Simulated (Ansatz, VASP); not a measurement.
## SiNi: VASP beside Ansatz

```
Si Ni
1.0
     4.55563    0.00000    0.00000
     0.00000    4.55563    0.00000
     0.00000    0.00000    4.55563
Si Ni
4 4
Cartesian
  2.9799 0.7021 1.5757
  0.7021 1.5757 2.9799
  1.5757 2.9799 0.7021
  3.8535 3.8535 3.8535
  1.6061 3.8839 2.9495
  3.8839 2.9495 1.6061
  2.9495 1.6061 3.8839
  0.6717 0.6717 0.6717
```

Alike in both runs: functional PBEsol; k mesh 8 × 8 × 8; occupations gaussian, width 0.1 eV; no spin polarisation.

Ansatz relaxed the structure, and its values are those at the end. VASP's run is a single point on that final structure, the one shown.

|  | VASP | Ansatz |
| --- | --- | --- |
| version | VASP 6.6.1 | Ansatz 0.2.0 |
| potentials or method | VASP PAW PBE potentials, release 64 (Si, Ni), cutoff 520 eV | scalar-relativistic, plane waves, PAW |
| valence electrons in the cell | 56 | 88 |

```csv
,VASP,Ansatz,Ansatz less VASP
gap on the k mesh at the Fermi level (eV),none,none,-
pressure (GPa),-9.9,-10.2,-0.24
```

VASP's potentials were made for PBE, not for PBEsol. A gap of «none» marks a metal or a gap that the smearing closes. VASP's potentials hold 56 valence electrons a cell and Ansatz's 88, so a difference there can come from the potentials and not from the codes. Ansatz's warnings: stress scf threshold loose.
